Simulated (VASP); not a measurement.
# InP in VASP: notebook, part 2 of 2

VASP 6.6.1. The steps go on from the part before.

**3. Single point, PBE+D3(BJ)**

Contents of INCAR:

```
PREC = Accurate
ENCUT = 520
EDIFF = 1E-7
ISMEAR = -1
SIGMA = 0.15
LREAL = Auto
LASPH = T
NELM = 80
ALGO = Normal
ISIF = 2
LWAVE = F
LCHARG = T
GGA = PE
IVDW = 12
LELF = T
LVHAR = T
NBANDS = 126
```

Contents of KPOINTS:

```
Automatic mesh
0
Gamma
  2 2 1
```

Contents of POSCAR:

```
InP
1.0
    8.3155760000      0.0000000000      0.0000000000
    4.1577880000      7.2015000000      0.0000000000
    0.0000000000      0.0000000000     18.6383440000
In P
12 12
Direct
    0.0000000000      0.0000000000      0.0536528353
   -0.0000027500      0.5000069430      0.0536528353
    0.5000014431      0.0000000000      0.0536528353
    0.4999986931      0.5000069430      0.0536528353
    0.6157118056      0.6794001250      0.2364534102
    0.6576893659      0.1636048046      0.2419313647
    0.1063218343      0.6462264806      0.2465616044
    0.1273610011      0.1927515101      0.2336956545
    0.3398338729      0.3453724918      0.4376461771
    0.4121282021      0.7842671666      0.4237071706
    0.8126188750      0.3069915990      0.4111094848
    0.8486551942      0.8254252586      0.4346738101
    0.1666708597      0.1666597237      0.0991879965
    0.1666681097      0.6666666667      0.0991879965
    0.6666723028      0.1666597237      0.0991879965
    0.6666695528      0.6666666667      0.0991879965
    0.7712661005      0.8480177741      0.2932824933
    0.7880356345      0.3447337360      0.2709790097
    0.2502685549      0.8612927862      0.3038199102
    0.3252533826      0.3025480803      0.3014323590
    0.5589585856      0.4584739290      0.4874199124
    0.5204497070      0.9986947164      0.4908858856
   -0.0046608931      0.4864264389      0.4019831376
    0.0662478718      0.9911546206      0.4168127812
```

Potentials or basis: VASP PAW PBE potentials, release 64 (In_d, P).

Started as:

```
cat potpaw_PBE.64/In_d/POTCAR potpaw_PBE.64/P/POTCAR > POTCAR
mpirun -np 1 vasp_std > vasp.out
```

OUTCAR:

```text
PREC = Accurate
   ENCUT = 520
   EDIFF = 1E-7
   ISMEAR = -1
   LREAL = Auto
   LASPH = T
   NELM = 80
   ISIF = 2
   GGA = PE
   IVDW = 12
 IVDW          = 12

 ion  position               nearest neighbor table
   1  0.000  0.000  0.054-  15 2.55  13 2.55  14 2.55
   2  1.000  0.500  0.054-  16 2.55  14 2.55  13 2.55
   3  0.500  0.000  0.054-  13 2.55  15 2.55  16 2.55
   4  0.500  0.500  0.054-  14 2.55  16 2.55  15 2.55   5 4.02
[... 739 lines left out ...]
  -------------------------------------------------------------------------------------
  Total       1.52659     4.43222     0.18629    -0.53495     0.55099     1.30618
  in kB       2.19134     6.36223     0.26741    -0.76790     0.79091     1.87496
  external pressure =        2.94 kB  Pullay stress =        0.00 kB

 VOLUME and BASIS-vectors are now :
 -----------------------------------------------------------------------------
  energy-cutoff  :      520.00
  volume of cell :     1116.15
      direct lattice vectors                 reciprocal lattice vectors
     8.315576000  0.000000000  0.000000000     0.120256252 -0.069429980  0.000000000
     4.157788000  7.201500000  0.000000000     0.000000000  0.138859960  0.000000000
     0.000000000  0.000000000 18.638344000     0.000000000  0.000000000  0.053652835

 POSITION                                       TOTAL-FORCE (eV/Angst)
 -----------------------------------------------------------------------------------
      0.00000      0.00000      1.00000        -0.098938     -0.086469      0.123716
     10.39448      3.60080      1.00000         0.047248      0.122540     -0.116849
      4.15780      0.00000      1.00000         0.166377     -0.028010      0.215665
      6.23670      3.60080      1.00000        -0.042843     -0.019940      0.272155
      7.94480      4.89270      4.40710        -0.195914      0.677025      0.200858
      6.14930      1.17820      4.50920        -2.000971     -0.774654     -0.820749
[... 16 lines left out ...]
     10.29928      3.50300      7.49230         0.702349      0.083931      0.388393
      4.67190      7.13780      7.76870        -0.717590     -1.750825     -0.459586
 -----------------------------------------------------------------------------------
    total drift:                               -0.003663      0.000799      0.049679

  FREE ENERGIE OF THE ION-ELECTRON SYSTEM (eV)
  ---------------------------------------------------
  free  energy   TOTEN  =       -96.7499456018 eV

  energy  without entropy=      -95.9228287097  energy(sigma->0) =      -96.33638716
```

Wall time 57 min (1 thread of Intel Xeon 8259CL, shared host); peak memory 1.2 GiB.

Results:

```
Free energy                : -96.7499 eV
Largest force              : 2.297 eV/Å
Band gap on the k mesh     : 0.08 eV (least direct gap 0.19 eV)
Dispersion energy per atom : -0.243 eV
```

Forces on the atoms (eV/Å):
```
In  -0.099 -0.086  0.124
In   0.047  0.123 -0.117
In   0.166 -0.028  0.216
In  -0.043 -0.020  0.272
In  -0.196  0.677  0.201
In  -2.001 -0.775 -0.821
In   0.700 -0.045  0.339
In   0.185 -0.621  0.877
In   0.097 -0.771  0.612
In   1.465 -0.299  1.451
In   1.102  0.402 -1.279
In  -0.004  0.607 -0.193
P    0.015 -0.016 -0.278
P   -0.089 -0.048  0.459
P   -0.143 -0.032 -0.193
P   -0.199  0.123 -0.271
P    0.235 -0.396 -0.310
P    1.511  0.757  0.654
P   -1.040  0.314 -0.609
P    0.051  0.654 -1.408
P   -1.634  1.356  0.777
P   -0.109 -0.208 -0.431
P    0.702  0.084  0.388
P   -0.718 -1.751 -0.460
```

Levels at points of the mesh, in eV from the valence-band top:
```csv
k point,band 105,band 106,band 107,band 108,band 109,band 110,band 111,band 112
"(0.00, 0.00, 0.00)",-0.68,-0.52,-0.26,-0.25,0.08,0.11,0.17,0.69
"(0.50, 0.00, 0.00)",-0.70,-0.39,-0.19,0.00,0.19,0.25,0.44,0.56
"(0.50, 0.50, 0.00)",-0.80,-0.51,-0.22,-0.03,0.24,0.28,0.33,0.69
"(0.00, 0.50, 0.00)",-0.87,-0.61,-0.14,-0.08,0.25,0.26,0.36,0.74
```

Caveat: the k points lie up to 0.44 Å⁻¹ apart; the atoms stand as in a frame of molecular dynamics; there is no dipole correction, which matters where the two faces differ; semilocal functionals underestimate gaps, and a narrow one can read as zero; spin-orbit coupling is left out, which moves the levels of the heavy elements.

**4. Single point, PBE+D3(BJ)**

Contents of INCAR:

```
PREC = Accurate ; ENCUT = 520
EDIFF = 1E-6 ; ISMEAR = -1
SIGMA = 0.15 ; LREAL = Auto
LASPH = True ; NELM = 60
ALGO = Normal ; ISIF = 2
LWAVE = False ; LCHARG = False
GGA = PE ; IVDW = 12
NBANDS = 126
```

Contents of KPOINTS:

```
regular mesh
0
Gamma
  2 2 1
```

Contents of POSCAR:

```
InP
1.0
    8.3155760000      0.0000000000      0.0000000000
    4.1577880000      7.2015000000      0.0000000000
    0.0000000000      0.0000000000     18.6383440000
In P
12 12
Direct
    0.0000000000      0.0000000000      0.0536528353
   -0.0000027500      0.5000069430      0.0536528353
    0.5000014431      0.0000000000      0.0536528353
    0.4999986931      0.5000069430      0.0536528353
    0.6289778755      0.6907727557      0.2468781561
    0.6471284339      0.1851836423      0.2503173029
    0.1532312245      0.6544331042      0.2519805408
    0.1610271165      0.1342220371      0.2502690153
    0.3385330933      0.2858015691      0.4344323723
    0.3669214221      0.8346594459      0.4430758441
    0.8647853001      0.2927306811      0.4143984036
    0.8442798344      0.8213566618      0.4324042951
    0.1666708597      0.1666597237      0.0991879965
    0.1666681097      0.6666666667      0.0991879965
    0.6666723028      0.1666597237      0.0991879965
    0.6666695528      0.6666666667      0.0991879965
    0.8112746448      0.8374366451      0.2835874260
    0.8213547779      0.3501770464      0.2799873208
    0.3382958623      0.8107616469      0.2994418388
    0.3190543636      0.3070332570      0.2858462104
    0.5217144658      0.4730264528      0.4611729454
    0.5267857352      0.9889328612      0.4954195501
    0.0146307475      0.4795667569      0.4750261075
    0.0221046260      0.9735194057      0.4676863996
```

Started as:

```
cat potpaw_PBE.64/In_d/POTCAR potpaw_PBE.64/P/POTCAR > POTCAR
mpirun -np 1 vasp_std > vasp.out
```

Wall time 19 min (1 thread of Intel Xeon 6975P-C (Granite Rapids), shared host); peak memory 1.2 GiB.

The run converged. Its results:

```
Free energy                : -97.7131 eV
Largest force              : 2.234 eV/Å
Band gap on the k mesh     : 0.03 eV
Dispersion energy per atom : -0.237 eV
```

Forces on the atoms (eV/Å):
```
In   0.037  0.033  0.393
In   0.027 -0.018  0.263
In  -0.023  0.023  0.392
In   0.002 -0.017  0.388
In   1.532 -0.867 -1.356
In   0.088 -0.579 -0.491
In   0.084 -0.155 -0.219
In  -0.235  0.166 -0.857
In   0.819  0.982 -0.491
In  -0.559 -0.918 -0.013
In   0.003  0.783  1.020
In  -0.389 -0.507 -0.393
P   -0.054 -0.177  0.060
P    0.023 -0.018  0.196
P   -0.036  0.039 -0.039
P   -0.142  0.076  0.009
P    0.670  0.398  0.483
P   -0.019 -0.461 -0.321
P   -2.100  0.539  0.539
P    0.389  0.798  0.479
P   -0.074 -0.006 -0.275
P    0.323 -0.505  0.206
P   -0.799  0.080 -0.181
P    0.433  0.311  0.207
```

Levels at points of the mesh, in eV from the valence-band top:
| k point | band 106 | band 107 | band 108 | band 109 | band 110 | band 111 |
| --- | --- | --- | --- | --- | --- | --- |
| (0.00, 0.00, 0.00) | -0.53 | -0.05 | 0.00 | 0.03 | 0.09 | 0.13 |
| (0.50, 0.00, 0.00) | -0.60 | -0.29 | -0.23 | 0.15 | 0.23 | 0.34 |
| (0.50, 0.50, 0.00) | -0.50 | -0.46 | -0.18 | 0.22 | 0.25 | 0.32 |
| (0.00, 0.50, 0.00) | -0.52 | -0.44 | -0.17 | 0.21 | 0.23 | 0.33 |

Caveat: the k points lie up to 0.44 Å⁻¹ apart; the smearing spreads over this small gap; there is no dipole correction, which matters where the two faces differ; semilocal functionals underestimate gaps, and a narrow one can read as zero; spin-orbit coupling is left out, which moves the levels of the heavy elements.

**5. The runs side by side**

| cell | gap on the mesh (eV) | largest force (eV/Å) |
| --- | --- | --- |
| as given, atomic positions A | 0.03 | 2.03 |
| as given, atomic positions B | 0.08 | 2.30 |
| as given, atomic positions C | 0.03 | 2.23 |

Alike in all rows: task single point; level PBE+D3(BJ); potentials or basis VASP PAW PBE potentials, release 64 (In_d, P); no spin polarisation; k mesh 2 × 2 × 1; cutoff (eV) 520; smearing fermi-dirac 0.15 eV.

Caveats: all runs use coarse meshes; there is no dipole correction, which matters where the two faces differ; semilocal functionals underestimate gaps, and a narrow one can read as zero; spin-orbit coupling is left out, which moves the levels of the heavy elements; the smearing spreads over this small gap (at least some runs); the atoms stand as in a frame of molecular dynamics (at least some runs).

Absolute energies hang on the potentials; compare differences alone.
